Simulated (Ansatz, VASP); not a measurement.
Tc in VASP and in Ansatz

INCAR

```
PREC = Accurate
ENCUT = 520
EDIFF = 1E-6
ISMEAR = 0
SIGMA = 0.05
LREAL = False
LASPH = True
NELM = 80
ALGO = Normal
ISIF = 2
LWAVE = False
LCHARG = False
GGA = PE
NBANDS = 12
```

Contents of KPOINTS:

```
regular mesh
0
Gamma
  10 10 10
```

The input POSCAR:

```
Tc
1.0
   -1.5519859217      1.5519859217      1.5519859217
    1.5519859217     -1.5519859217      1.5519859217
    1.5519859217      1.5519859217     -1.5519859217
Tc
1
Direct
    0.0000000000      0.0000000000      0.0000000000
```

Input for Ansatz:

```yaml
crystal:
  lattice:
    - [-1.5519859217, 1.5519859217, 1.5519859217]
    - [1.5519859217, -1.5519859217, 1.5519859217]
    - [1.5519859217, 1.5519859217, -1.5519859217]
  atoms:
    - { symbol: Tc, position: [0.0, 0.0, 0.0] }
basis:
  ecutwfc: 600
  ecutrho_ratio: 5
kpoints:
  mp_grid: { grid: [10, 10, 10] }
hamiltonian:
  xc: pbe
scf:
  occupations: { method: gaussian, width: 0.05 }
output:
  forces: true
  stress: true
  eigenvalues: true
```

Alike in both runs: task single point; functional PBE; k mesh 10 × 10 × 10; occupations gaussian, width 0.05 eV; no spin polarisation.

|  | VASP | Ansatz |
| --- | --- | --- |
| version | VASP 6.6.1 | Ansatz 0.2.0 |
| potentials or method | VASP PAW PBE potentials, release 64 (Tc_pv), cutoff 520 eV | scalar-relativistic, plane waves, PAW |
| valence electrons in the cell | 13 | 15 |

VASP gave:

```
gap on the k mesh at the Fermi level (eV) : none
pressure (GPa)                            : -7.0
```

**Question.** What did Ansatz give for the same quantities?

**Answer.** gap on the k mesh at the Fermi level (eV): none; pressure (GPa): -6.4.

A gap of «none» marks a metal or a gap that the smearing closes. With one functional, cell and mesh, what is left measures potentials, basis and numerics. VASP's potentials hold 13 valence electrons a cell and Ansatz's 15, so a difference there can come from the potentials and not from the codes.
